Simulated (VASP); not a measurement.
A run of VASP 6.6.1:

INCAR

```
SYSTEM = InAs
PREC     = Accurate       ! precision mode
ENCUT    = 500            ! plane-wave cutoff, eV
EDIFF    = 1E-6           ! SCF threshold, eV
ISMEAR   = 0              ! smearing method
SIGMA    = 0.1            ! smearing width, eV
LREAL    = .False.        ! projectors in reciprocal space
LASPH    = .True.         ! aspherical terms in the spheres
NELM     = 120            ! most SCF steps
ALGO     = Normal         ! electronic algorithm
ISIF     = 2              ! what is computed and relaxed
LWAVE    = .False.        ! write WAVECAR
LCHARG   = .True.         ! write CHGCAR
GGA      = PE             ! functional
LELF     = .True.         ! ELF
LVHAR    = .True.       
NBANDS   = 16             ! bands
GGA_COMPAT= .False.
```

File KPOINTS:

```
Automatic mesh
0
Gamma
  6 6 6
  0 0 0
```

Contents of POSCAR:

```
InAs
1.0
    0.0000000000      3.0535616558      3.0535616558
    3.0535616558      0.0000000000      3.0535616558
    3.0535616558      3.0535616558      0.0000000000
In As
1 1
Direct
    0.7500000000      0.7500000000      0.7500000000
    0.0000000000      0.0000000000      0.0000000000
```

Potentials or basis: VASP PAW PBE potentials, release 64 (In_d, As).

Launch:

```bash
$ cat potpaw_PBE.64/In_d/POTCAR potpaw_PBE.64/As/POTCAR > POTCAR
$ mpirun -np 1 vasp_std > vasp.out
```

Hardware: 1 thread of Intel(R) Xeon(R) Platinum 8259CL CPU @ 2.50GHz (Skylake/Cascade Lake), with other jobs on the host.

Question: Estimate the wall time of this run.

Answer: Wall time 13 s on 1 thread of Intel(R) Xeon(R) Platinum 8259CL CPU @ 2.50GHz (Skylake/Cascade Lake) (shared host), peak memory 0.18 GiB. Counts: scf iterations 13, k points 16.
